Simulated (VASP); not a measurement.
## Cd3SeS2: single point with PBE

Cd3SeS2:

```
Cd Se S
1.0
     6.11565   -3.52748    0.00000
     6.11565    3.52748    0.00000
     0.00000    0.00000    6.66086
Cd Se S
6 2 4
Cartesian
  4.0145 -1.1413 0.8751
  8.2168 1.1413 4.2055
  6.1157 -2.2796 4.0764
  6.1157 2.2796 0.7460
  8.2168 -1.1413 0.8751
  4.0145 1.1413 4.2055
  6.1157 -2.3229 6.6512
  6.1157 2.3229 3.3207
  4.0526 -1.1620 3.3361
  8.1787 1.1620 0.0057
  8.1787 -1.1620 3.3361
  4.0526 1.1620 0.0057
```

```yaml
Program: VASP 6.6.1
Task: single point
Functional: PBE
Potentials_or_basis: VASP PAW PBE potentials, release 64 (Cd, Se, S)
Cutoff: 520 eV
k_mesh: 6 × 6 × 4
Occupations: gaussian, width 0.02 eV
Spin: no spin polarisation
Dipole_correction: no
Further_INCAR_settings: ALGO = Normal; EDIFF = 1e-07; NBANDS = 66
```

| Quantity | Value |
| --- | --- |
| Pressure | 9.1 GPa |
| Largest force | 0.004 eV/Å |
| Band gap on the k mesh | 1.20 eV |

Forces on the atoms (eV/Å):
```
Cd  -0.001 -0.001  0.000
Cd   0.001  0.001  0.000
Cd   0.000 -0.004  0.000
Cd   0.000  0.004  0.000
Cd   0.001 -0.001  0.000
Cd  -0.001  0.001  0.000
Se   0.000 -0.004  0.002
Se   0.000  0.004  0.002
S   -0.003 -0.001 -0.001
S    0.003  0.001 -0.001
S    0.003 -0.001 -0.001
S   -0.003  0.001 -0.001
```

Levels at points of the mesh, in eV from the valence-band top:
| k point | band 52 | band 53 | band 54 | band 55 | band 56 | band 57 |
| --- | --- | --- | --- | --- | --- | --- |
| (0.00, 0.00, 0.00) | -0.07 | 0.00 | 0.00 | 1.20 | 2.70 | 4.27 |
| (0.50, 0.00, 0.00) | -0.81 | -0.72 | -0.66 | 3.50 | 3.53 | 3.69 |
| (0.50, 0.50, 0.00) | -0.80 | -0.70 | -0.61 | 3.43 | 3.56 | 3.68 |
| (0.00, 0.00, 0.50) | -0.45 | -0.45 | -0.45 | 2.86 | 2.86 | 4.25 |
| (0.50, 0.00, 0.50) | -1.29 | -1.23 | -1.23 | 3.30 | 3.30 | 4.12 |
| (0.50, 0.50, 0.50) | -1.39 | -1.19 | -1.19 | 3.29 | 3.29 | 4.11 |

It took 29 min on 1 thread of Oxide Virtual Turin-like Processor, with other jobs on the host, peak memory 0.72 GiB.

Caveat: the cell stands under pressure.
